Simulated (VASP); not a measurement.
ScIn3SbP:

```
Sc In Sb P
1.0
     6.14682    0.00000    0.00000
    -3.07341    5.32330    0.00000
     0.00000    0.00000    4.61079
Sc In Sb P
1 3 1 1
Direct
  0.00000 0.00000 0.00000
  0.50051 0.00102 0.50000
  0.99898 0.49949 0.50000
  0.50051 0.49949 0.50000
  0.66667 0.33333 0.00000
  0.33333 0.66667 0.00000
```

The cell was generated, and may not be a known phase.

| Quantity | Value |
| --- | --- |
| Program | VASP 6.6.1 |
| Task | relaxation of cell and atoms |
| Functional | PBE |
| Potentials or basis | VASP PAW PBE potentials, release 64 (Sc_sv, In_d, Sb, P) |
| Cutoff | 600 eV |
| k mesh | 3 × 3 × 4 |
| Occupations | gaussian, width 0.1 eV |
| Spin | no spin polarisation |

At the start: pressure 3.6 GPa; volume 25.15 Å³/atom.

**Question.** Where does the relaxation end?

**Answer.** Over 13 steps the energy falls by 129.8 meV/atom and the volume is 25.93 Å³/atom (+3.1 %); space group P-6m2 (No. 187, to 0.1 Å) before and after.

Step by step:
```tsv
step	energy change (eV)	largest force (eV/Å)	pressure (GPa)	volume (Å³)
1	0.0000	1.2694	3.55	150.87
2	-0.3621	0.2591	-1.57	163.24
3	-0.3633	0.1911	-1.86	164.18
4	-0.4676	0.3425	-0.95	159.53
5	-0.4914	0.7935	-0.04	156.85
6	-0.6249	0.7621	0.50	154.25
7	-0.6065	0.2231	4.34	145.58
8	-0.7194	0.6832	1.60	150.59
9	-0.7208	0.6324	2.02	149.62
10	-0.7643	0.4497	0.27	155.26
11	-0.7729	0.1303	0.71	153.57
12	-0.7788	0.0535	-0.08	155.98
13	-0.7789	0.0268	0.04	155.61
```

Final structure:
```
CELL_PARAMETERS angstrom
5.73046 0.00000 0.00000
-2.86523 4.96272 0.00000
0.00000 0.00000 5.47172
ATOMIC_POSITIONS crystal
Sc 0.00000 0.00000 0.00000
In 0.49825 0.99649 0.50000
In 0.00351 0.50175 0.50000
In 0.49825 0.50175 0.50000
Sb 0.66667 0.33333 0.00000
P 0.33333 0.66667 0.00000
```

Caveat: the k points lie up to 0.42 Å⁻¹ apart in the final cell, too coarse for converged energies and pressures of a metal; a cell axis changed by over 15 % at a fixed basis, so the end point is rough.
